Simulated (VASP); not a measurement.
A run of VASP 6.6.1 is set up as follows.

INCAR

```
PREC     = Accurate       # precision mode
ENCUT    = 520            # plane-wave cutoff, eV
EDIFF    = 1E-6           # SCF threshold, eV
ISMEAR   = 0              # smearing method
SIGMA    = 0.01           # smearing width, eV
LREAL    = False          # projectors in reciprocal space
LASPH    = True           # aspherical terms in the spheres
NELM     = 60             # most SCF steps
ALGO     = Normal         # electronic algorithm
ISIF     = 2              # what is computed and relaxed
LWAVE    = False          # write WAVECAR
LCHARG   = False          # write CHGCAR
GGA      = CA             # functional
NBANDS   = 11             # bands
```

File KPOINTS:

```
Automatic mesh
0
Gamma
  6 6 6
```

Contents of POSCAR:

```
MgO
1.0
    0.0000000000      2.0693150000      2.0693150000
    2.0693150000      0.0000000000      2.0693150000
    2.0693150000      2.0693150000      0.0000000000
Mg O
1 1
Direct
    0.0000000000      0.0000000000      0.0000000000
    0.5000000000      0.5000000000      0.5000000000
```

Potentials or basis: VASP PAW LDA potentials, release 64 (Mg, O).

The run is started by

```bash
$ cat potpaw_LDA.64/Mg/POTCAR potpaw_LDA.64/O/POTCAR > POTCAR
$ mpirun -np 1 vasp_std > vasp.out
```

Question: Predict the pressure.

Answer: 0.9 GPa.

Question: What does it give for the band gap on the k mesh?

Answer: 5.19 eV, direct.

Caveat: the k points lie up to 0.44 Å⁻¹ apart.
